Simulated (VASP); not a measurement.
# PtSe2 (P-3m1) in VASP: further runs

PtSe2 is run at these levels: PBE, r2SCAN; tasks: single point.

Everything below comes from runs of VASP 6.6.1. Logs are shortened: lines on timing, memory, paths and dates and some standing lists are left out, and cuts for length are marked.

## 1. The cell of the first run

Symmetry: P-3m1, No. 164, trigonal system. Conventional cell: a = 3.673 Å, b = 3.673 Å, c = 5.198 Å, α = 90.00°, β = 90.00°, γ = 120.00°. Pt (site symmetry -3m) has 6 Se at 2.50 Å within 3.3 Å. Within 3.3 Å of Se (site symmetry 3m) lie 3 Pt at 2.50 Å.

## 2. Single point, PBE (strain -1.5%)

INCAR reads:

```
SYSTEM = PtSe2
PREC = Accurate
ENCUT = 520
EDIFF = 1E-6
ISMEAR = -1
SIGMA = 0.02
LREAL = .False.
LASPH = .True.
NELM = 100
ALGO = Normal
ISIF = 2
LWAVE = .False.
LCHARG = .False.
GGA = PE
NBANDS = 18
```

KPOINTS reads:

```
Automatic mesh
0
Gamma
  12 12 6
  0 0 0
```

POSCAR reads:

```
PtSe2
1.0
    3.6727206110      0.0000000000      0.0000000000
   -1.8363603055      3.1806693501      0.0000000000
    0.0000000000      0.0000000000      5.1979992504
Pt Se
1 2
Direct
    0.0000000000      0.0000000000      0.0000000000
    0.3333333333      0.6666666667      0.2544279849
    0.6666666667      0.3333333333      0.7455720151
```

Potentials or basis: VASP PAW PBE potentials, release 64 (Pt, Se).

Launch:

```
$ cat potpaw_PBE.64/Pt/POTCAR potpaw_PBE.64/Se/POTCAR > POTCAR
$ mpirun -np 1 vasp_std > vasp.out
```

OUTCAR:

```text
SYSTEM = PtSe2
   PREC = Accurate
   ENCUT = 520
   EDIFF = 1E-6
   ISMEAR = -1
   LREAL = .False.
   LASPH = .True.
   NELM = 100
   ISIF = 2
   GGA = PE

 ion  position               nearest neighbor table
   1  0.000  0.000  0.000-   2 2.50   3 2.50   2 2.50   3 2.50   3 2.50   2 2.50
   2  0.333  0.667  0.254-   1 2.50   1 2.50   1 2.50
   3  0.667  0.333  0.746-   1 2.50   1 2.50   1 2.50

  LATTYP: Found a hexagonal cell.
 ALAT       =     3.6727206110
 C/A-ratio  =     1.4152993927

  Lattice vectors:

 A1 = (   3.6727206110,   0.0000000000,   0.0000000000)
 A2 = (  -1.8363603055,   3.1806693501,   0.0000000000)
 A3 = (   0.0000000000,   0.0000000000,   5.1979992504)

Analysis of symmetry for initial positions (statically):
=====================================================================
 Subroutine PRICEL returns:
 Original cell was already a primitive cell.

 Routine SETGRP: Setting up the symmetry group for a
 hexagonal supercell.

 Subroutine GETGRP returns: Found 12 space group operations
 (whereof 12 operations were pure point group operations)
 out of a pool of 24 trial point group operations.

The static configuration has the point symmetry D_3d.

Analysis of symmetry for dynamics (positions and initial velocities):
=====================================================================
 Subroutine PRICEL returns:
 Original cell was already a primitive cell.

 Routine SETGRP: Setting up the symmetry group for a
 hexagonal supercell.

 Subroutine GETGRP returns: Found 12 space group operations
 (whereof 12 operations were pure point group operations)
 out of a pool of 24 trial point group operations.

The dynamic configuration has the point symmetry D_3d.

 Subroutine INISYM returns: Found 12 space group operations
 (whereof 12 operations are pure point group operations),
 and found     1 'primitive' translations

----------------------------------------------------------------------------------------

                                     Primitive cell

  volume of cell :      60.7215

  direct lattice vectors                    reciprocal lattice vectors
     3.672720611  0.000000000  0.000000000     0.272277722  0.157199616  0.000000000
[... 82 lines left out ...]
   ISPIN  =      1    spin polarized calculation?
   LNONCOLLINEAR =      F non collinear calculations
   LSORBIT =      F    spin-orbit coupling
   LASPH  =      T    aspherical Exc in radial PAW
   ENCUT  =  520.0 eV  38.22 Ry    6.18 a.u.   6.83  6.83  9.66*2*pi/ulx,y,z
   NELM   =    100;   NELMIN=  2; NELMDL= -5     # of ELM steps
   EDIFF  = 0.1E-05   stopping-criterion for ELM
   LREAL  =      F    real-space projection
   EDIFFG = 0.1E-04   stopping-criterion for IOM
   NSW    =      0    number of steps for IOM
   IBRION =     -1    ionic relax: 0-MD 1-quasi-New 2-CG
   NFREE  =      0    steps in history (QN), initial steepest desc. (CG)
   ISIF   =      2    stress and relaxation
   ISYM   =      2    0-nonsym 1-usesym 2-fastsym
   POTIM  = 0.5000    time-step for ionic-motion
   TEBEG  =    0.0;   TEEND  =   0.0 temperature during run
   PSTRESS=    0.0 pullay stress
   NELECT =      22.0000    total number of electrons
   NUPDOWN=      -1.0000    fix difference up-down
   EMIN   =  10.00;   EMAX   =-10.00  energy-range for DOS
   EFERMI =   0.00;   METHOD = LEGACY
   ISMEAR =    -1;   SIGMA  =   0.02  broadening in eV -4-tet -1-fermi 0-gaus
   EFERMI_NEDOS =   21; number of points for ismear=-14 and -15
   IALGO  =     38    algorithm
   IMIX   =      4    mixing-type and parameters
     AMIX     =   0.40;   BMIX     =  1.00
     AMIX_MAG =   1.60;   BMIX_MAG =  1.00
  volume/ion in A,a.u.               =      20.24       136.59
  Fermi-wavevector in a.u.,A,eV,Ry     =   1.167082  2.205466 18.532241  1.362081
  Thomas-Fermi vector in A             =   2.303587
   LORBIT       =      0    0 simple, 1 ext, 2 COOP (PROOUT), +10 PAW based schemes
   GGA     = PE    functional components
   LHFCALC =     F    Hartree Fock is set to
   AEXX    =    0.0000 exact exchange contribution
   IVDW    =     0    specifies the selected vdW correction
   LEPSILON=     F    determine dielectric tensor
   LRPA    =     F    only Hartree local field effects (RPA)
 non-spin polarized calculation
  energy-cutoff  :      520.00
  volume of cell :       60.72
 maximum number of plane-waves:      1659
   NGX = 13   NGY = 13   NGZ = 19

 number of electron      22.0000002 magnetization

 Free energy of the ion-electron system (eV)
  ---------------------------------------------------
  ext. energy  EPLUGINS =         0.00000000
  ---------------------------------------------------
  free energy    TOTEN  =       -14.16741235 eV

  energy without entropy =      -14.16633096  energy(sigma->0) =      -14.16687165

 E-fermi :   6.5809     XC(G=0): -10.6443

 val. band max:        6.5665767103   @ k =   0.0000   0.1667   0.1667
 cond. band min:       6.6066040420   @ k =   0.0000   0.2500   0.3333
 fundamental gap:      0.0400273317
 Fermi energy:         6.5808625441

 k-point     1 :       0.0000    0.0000    0.0000
  band No.  band energies     occupation
      1      -9.1085      2.00000
      2      -6.4744      2.00000
      3      -0.7533      2.00000
      4       0.2304      2.00000
      5       0.2304      2.00000
      6       2.5376      2.00000
[... 481 lines left out ...]
      5       0.6012      2.00000
      6       1.9192      2.00000
[... 10 lines left out ...]
     17      14.9879      0.00000
     18      15.4533      0.00000

 [... further k-points ...]

------------------------ aborting loop because EDIFF is reached ----------------------------------------

  FORCE on cell =-STRESS in cart. coord.  units (eV):
  Direction    XX          YY          ZZ          XY          YZ          ZX
  --------------------------------------------------------------------------------------
  -------------------------------------------------------------------------------------
  Total        3.3152785      3.3152785      1.5959515      0.0000000      0.0000000      0.0000000
  in kB       87.4758084     87.4758084     42.1102323      0.0000000      0.0000000      0.0000000
  external PRESSURE =      72.3539497 kB  Pullay stress =       0.0000000 kB

 VOLUME and BASIS-vectors are now :
 -----------------------------------------------------------------------------
  energy-cutoff  :      520.00
  volume of cell :       60.72
      direct lattice vectors                 reciprocal lattice vectors
     3.672720611  0.000000000  0.000000000     0.272277722  0.157199616  0.000000000
    -1.836360305  3.180669350  0.000000000     0.000000000  0.314399232  0.000000000
     0.000000000  0.000000000  5.197999250     0.000000000  0.000000000  0.192381713

 POSITION                                       TOTAL-FORCE (eV/Angst)
 -----------------------------------------------------------------------------------
      0.00000      0.00000      0.00000        -0.000000      0.000000      0.000000
     -0.00000      2.12045      1.32252         0.000000      0.000000      0.221492
      1.83636      1.06022      3.87548        -0.000000     -0.000000     -0.221492
 -----------------------------------------------------------------------------------
    total drift:                               -0.000000     -0.000000     -0.000000

  FREE ENERGIE OF THE ION-ELECTRON SYSTEM (eV)
  ---------------------------------------------------
  free  energy   TOTEN  =       -14.1674123521 eV

  energy  without entropy=      -14.1663309558  energy(sigma->0) =      -14.16687165
```

OSZICAR:

```text
N       E                     dE             d eps       ncg     rms          rms(c)
DAV:   1     0.110158172351E+03    0.11016E+03   -0.10062E+04  3640   0.108E+03
DAV:   2    -0.100267372722E+02   -0.12018E+03   -0.11652E+03  4476   0.211E+02
DAV:   3    -0.149189639414E+02   -0.48922E+01   -0.48617E+01  4324   0.428E+01
DAV:   4    -0.149556431538E+02   -0.36679E-01   -0.36665E-01  4548   0.406E+00
DAV:   5    -0.149560356888E+02   -0.39253E-03   -0.39252E-03  4262   0.401E-01    0.131E+01
DAV:   6    -0.143723941866E+02    0.58364E+00   -0.38440E+00  3736   0.184E+01    0.788E+00
DAV:   7    -0.141876535558E+02    0.18474E+00   -0.76088E-01  3688   0.874E+00    0.394E+00
DAV:   8    -0.141687289285E+02    0.18925E-01   -0.44758E-02  4012   0.167E+00    0.817E-01
DAV:   9    -0.141672231338E+02    0.15058E-02   -0.60409E-03  4120   0.737E-01    0.167E-01
DAV:  10    -0.141674135958E+02   -0.19046E-03   -0.10173E-03  4256   0.223E-01    0.489E-02
DAV:  11    -0.141674079597E+02    0.56362E-05   -0.61553E-05  4578   0.724E-02    0.262E-02
DAV:  12    -0.141674118166E+02   -0.38569E-05   -0.11344E-05  3874   0.222E-02    0.397E-03
DAV:  13    -0.141674123521E+02   -0.53548E-06   -0.10802E-06  3522   0.721E-03
   1 F= -.14167412E+02 E0= -.14166872E+02  d E =-.108140E-02
```

Wall time 51 s (1 thread of AMD EPYC 9R45 (Zen 5), shared host); peak memory 0.22 GiB.

What came out:

```yaml
Free_energy: -14.1674 eV
Pressure: 7.2 GPa
Largest_force: 0.221 eV/Å
Band_gap_on_the_k_mesh: zero (band 11 reaches 6.88 eV, above the bottom of band 12 at 6.52 eV)
```

Forces on the atoms (eV/Å):
```
Pt   0.000  0.000  0.000
Se   0.000  0.000  0.221
Se   0.000  0.000 -0.221
```

Stress tensor (GPa, compression positive):
```
8.75 0.00 0.00
0.00 8.75 0.00
0.00 0.00 4.21
```

Caveat: the cell differs from its parent crystal (strain -1.5%); spin-orbit coupling is left out, which moves the levels of the heavy elements.

(Part 1 of 2 ends here.)
